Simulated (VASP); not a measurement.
Input of a VASP 6.6.1 run:

INCAR

```
SYSTEM = TiAl
ALGO = Fast
EDIFF = 1E-7
EDIFFG = -0.025
ENCUT = 600
GGA = PE
IBRION = 2
ISIF = 3
ISMEAR = 0
LASPH = .TRUE.
LCHARG = .FALSE.
LREAL = .FALSE.
LWAVE = .FALSE.
NELM = 80
NSW = 80
PREC = Accurate
SIGMA = 0.2
```

The input KPOINTS:

```
k-points
0
G
  8 6 4
  0 0 0
```

POSCAR

```
TiAl
1.0
    0.0017563469      2.8187619094     -0.0069038642
    0.0239607303     -0.0099679729      4.0988344556
    5.5254447963      0.0035126939      0.0331906254
Ti Al
2 2
Direct
    0.4738496866      0.4943938483      0.2416683927
    0.4935588518      0.5002684655      0.7713754764
    0.0057203211      0.0143292786      0.5142255694
    0.0268711405     -0.0089915924      0.9727305615
```

Potentials or basis: VASP PAW PBE potentials, release 64 (Ti_sv, Al).

Command:

```bash
$ cat potpaw_PBE.64/Ti_sv/POTCAR potpaw_PBE.64/Al/POTCAR > POTCAR
$ mpirun -np 1 vasp_std > vasp.out
```

(1) Predict the space group after relaxing (to 0.1 Å).

(2) What does it give for the band gap on the k mesh?

(3) Estimate the relaxed cell.

(4) What does it give for the relaxed volume?

## Answers

(1) P4/mmm (No. 123).

(2) zero (bands 15 and 16 overlap by 1.55 eV).

(3) a = 2.834 Å, b = 4.041 Å, c = 5.667 Å, α = 89.98°, β = 89.99°, γ = 90.01°.

(4) 16.22 Å³/atom.
